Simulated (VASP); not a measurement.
Write the native input for VASP 6.6.1 that does the following.

```yaml
Task: single point
Functional: LDA
Potentials_or_basis: VASP PAW LDA potentials, release 64 (Pt)
Cutoff: 520 eV
k_mesh: 20 × 20 × 20
Occupations: gaussian, width 0.15 eV
Spin: no spin polarisation
Dipole_correction: no
Further_INCAR_settings: ALGO = Fast; EDIFF = 1e-06; NBANDS = 11
```

The structure of Pt lies in POSCAR:

```
Pt
1.0
    0.0000000000      1.9468328700      1.8446241443
    2.0003707739      0.0000000000      1.8446241443
    2.0003707739      1.9468328700      0.0000000000
Pt
1
Direct
    0.0000000000      0.0000000000      0.0000000000
```

This cell differs from its parent crystal: normal strain along x +0.0275, normal strain along z -0.0525.

These files were run (other wordings do the same):

INCAR

```
PREC = Accurate
ENCUT = 520
EDIFF = 1E-6
ISMEAR = 0
SIGMA = 0.15
LREAL = F
LASPH = T
NELM = 80
ALGO = Fast
ISIF = 2
LWAVE = F
LCHARG = F
NBANDS = 11
```

KPOINTS

```
regular mesh
0
Gamma
  20 20 20
```

Potentials or basis: VASP PAW LDA potentials, release 64 (Pt).

Run with:

```console
$ cat potpaw_LDA.64/Pt/POTCAR > POTCAR
$ mpirun -np 1 vasp_std > vasp.out
```

It gave:

| Quantity | Value |
| --- | --- |
| Pressure | 10.5 GPa |
| Band gap on the k mesh | zero (band 5 reaches 13.05 eV, above the bottom of band 6 at 10.25 eV) |

Caveat: the cell differs from its parent crystal (normal strain along x +0.0275, normal strain along z -0.0525); spin-orbit coupling is left out, which moves the levels of the heavy elements.

It took 2.6 min on 1 thread of Intel(R) Xeon(R) Platinum 8375C CPU @ 2.90GHz (Ice Lake), with other jobs on the host, peak memory 0.29 GiB.
